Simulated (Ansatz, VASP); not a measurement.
**TaF3: VASP beside Ansatz**

```xyz
4
Lattice="3.9012 0.0000 0.0000 0.0000 3.9012 0.0000 0.0000 0.0000 3.9012" Properties=species:S:1:pos:R:3 pbc="T T T"
Ta    0.0000    0.0000    0.0000
F     0.0000    0.0000    1.9506
F     0.0000    1.9506    0.0000
F     1.9506    0.0000    0.0000
```

Alike in both runs: task relaxation of cell and atoms; functional PBE; k mesh 7 × 7 × 7; occupations fermi-dirac, width 0.05 eV; no spin polarisation; Hubbard terms Ta d U = 1.0 eV.

```csv
,VASP,Ansatz
version,VASP 6.6.1,Ansatz 0.2.0
potentials or method,"VASP PAW PBE potentials, release 64 (Ta_pv, F)",Ansatz PAW
plane-wave cutoff (eV),600,420
valence electrons in the cell,32,34
```

|  | VASP | Ansatz | Ansatz less VASP |
| --- | --- | --- | --- |
| gap on the k mesh at the Fermi level, each at its own relaxed structure (eV) | none | none | - |
| relaxed volume (Å³/atom) | 17.71 | 17.62 | -0.088 |
| relaxed length of the cell vector where the two differ most in proportion (Å) | 4.138 | 4.131 | -0.0069 |

The programs project onto different local orbitals, so the same U acts differently, and such runs can settle in different states. A gap of «none» marks a metal or a gap that the smearing closes. VASP's potentials hold 32 valence electrons a cell and Ansatz's 34, so a difference there can come from the potentials and not from the codes.

Spin-orbit coupling is off throughout. Noted on VASP's run: the volume moved by over 15 % at a fixed basis, so the end points are rough. Noted on Ansatz's run: the volume moved by over 15 % at a fixed basis, so the end points are rough; the plane-wave basis is chosen anew once the cell has moved, so the energies of steps on either side of that aren't comparable.
